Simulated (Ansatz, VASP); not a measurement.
PbO2: VASP beside Ansatz

```
Pb O
1.0
     0.00000    2.70199    2.70199
     2.70199    0.00000    2.70199
     2.70199    2.70199    0.00000
Pb O
1 2
Direct
  0.00000 0.00000 0.00000
  0.75000 0.75000 0.75000
  0.25000 0.25000 0.25000
```

Alike in both runs: functional HSE06; k mesh 5 × 5 × 5; occupations fermi-dirac, width 0.05 eV; no spin polarisation.

|  | VASP | Ansatz |
| --- | --- | --- |
| version | VASP 6.6.1 | Ansatz 0.2.0 |
| potentials or method | VASP PAW PBE potentials, release 64 (Pb_d, O) | Ansatz PAW |
| plane-wave cutoff (eV) | 520 | 420 |
| valence electrons in the cell | 26 | 26 |
| task | single point | band structure |

Ansatz gave:

- gap on the k mesh at the Fermi level (eV): none
- pressure (GPa): -11.2

Q: Estimate VASP's values.

A: gap on the k mesh at the Fermi level (eV): none; pressure (GPa): -10.9.

A gap of «none» marks a metal or a gap that the smearing closes.

The k mesh is coarse, so the values compare programs but aren't converged. Neither program's run includes spin-orbit coupling.
